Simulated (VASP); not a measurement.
SnTe (rocksalt type):

```
Sn Te
1.0
     0.00000    2.70885    2.70885
     2.70885    0.00000    2.70885
     2.70885    2.70885    0.00000
Sn Te
1 1
Cartesian
  0.0000 0.0000 0.0000
  2.7088 2.7088 2.7088
```

Base run:

| Property | Result |
| --- | --- |
| Program | VASP 6.6.1 |
| Functional | PBEsol |
| Dispersion | D3(BJ) |
| Potentials or basis | VASP PAW PBE potentials, release 64 (Sn_d, Te) |
| Cutoff | 520 eV |
| k mesh | 11 × 11 × 11 |
| Occupations | tetrahedron |
| Spin | no spin polarisation |

Its results: pressure 51.8 GPa.

Problem. The run is repeated on the same cell with these changes: dispersion from D3(BJ) to none; occupations from tetrahedron to fermi-dirac, width 0.08 eV. What comes out?

Solution. Pressure 56.6 GPa.

Caveats: the PAW data sets were made with another functional, which shifts forces and pressure a little; pairwise dispersion overbinds metals, which lowers pressure and volume (some runs); tetrahedron occupations give inexact forces and stress in metals (some runs).
